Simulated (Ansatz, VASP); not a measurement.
**BaS, level by level in two programs**

```
CELL_PARAMETERS angstrom
0.00000 3.19375 3.19375
3.19375 0.00000 3.19375
3.19375 3.19375 0.00000
ATOMIC_POSITIONS crystal
Ba 0.00000 0.00000 0.00000
S 0.50000 0.50000 0.50000
```

Single points on this cell with VASP 6.6.1 and Ansatz 0.2.0. Each row is one pair of runs. Alike in all rows: spin: off; Ansatz's potentials, cutoff: Ansatz PAW, 420 eV.

| level | k mesh | smearing | VASP's potentials, cutoff | gap on the k mesh at the Fermi level (eV), VASP | gap on the k mesh at the Fermi level (eV), Ansatz | least direct gap on the mesh (eV), VASP | least direct gap on the mesh (eV), Ansatz | pressure (GPa), VASP | pressure (GPa), Ansatz |
| --- | --- | --- | --- | --- | --- | --- | --- | --- | --- |
| PBE | 7 × 7 × 7 | gaussian, width 0.015 eV | VASP PAW PBE potentials, release 64 (Ba_sv, S), 500 eV | 2.17 | 2.26 | 2.31 | 2.38 | 1.4 | 0.8 |
| PBE | 7 × 7 × 7 | gaussian, width 0.017 eV | VASP PAW PBE potentials, release 64 (Ba_sv, S), 500 eV | 2.17 | 2.26 | 2.31 | 2.38 | 1.4 | 0.8 |
| PBE | 7 × 7 × 7 | gaussian, width 0.02 eV | VASP PAW PBE potentials, release 64 (Ba_sv, S), 500 eV | 2.17 | 2.26 | 2.31 | 2.38 | 1.4 | 0.8 |
| PBE | 7 × 7 × 7 | gaussian, width 0.024 eV | VASP PAW PBE potentials, release 64 (Ba_sv, S), 500 eV | 2.17 | 2.26 | 2.31 | 2.38 | 1.4 | 0.8 |
| HSE06 | 4 × 4 × 4 | fermi-dirac, width 0.05 eV | VASP PAW PBE potentials, release 64 (Ba_sv, S), 520 eV | 3.02 | 3.11 | 3.18 | 3.24 | 1.0 | 0.5 |
| PBE | 7 × 7 × 7 | gaussian, width 0.026 eV | VASP PAW PBE potentials, release 64 (Ba_sv, S), 520 eV | 2.17 | 2.26 | 2.31 | 2.38 | 1.4 | 0.8 |
| PBE | 7 × 7 × 7 | gaussian, width 0.027 eV | VASP PAW PBE potentials, release 64 (Ba_sv, S), 520 eV | 2.17 | 2.26 | 2.31 | 2.38 | 1.4 | 0.8 |

Gap on the k mesh at the fermi level (eV): the two programs differ by at most 0.097; least direct gap on the mesh (eV): the two programs differ by at most 0.066; pressure (GPa): the two programs differ by at most 0.59.

The k mesh is coarse in some rows, so the values compare programs but aren't converged. Spin-orbit coupling is off throughout. Noted on Ansatz's runs: odd divisions of the mesh miss points on the zone boundary, where band edges often lie, so the gap on the mesh can be too wide.
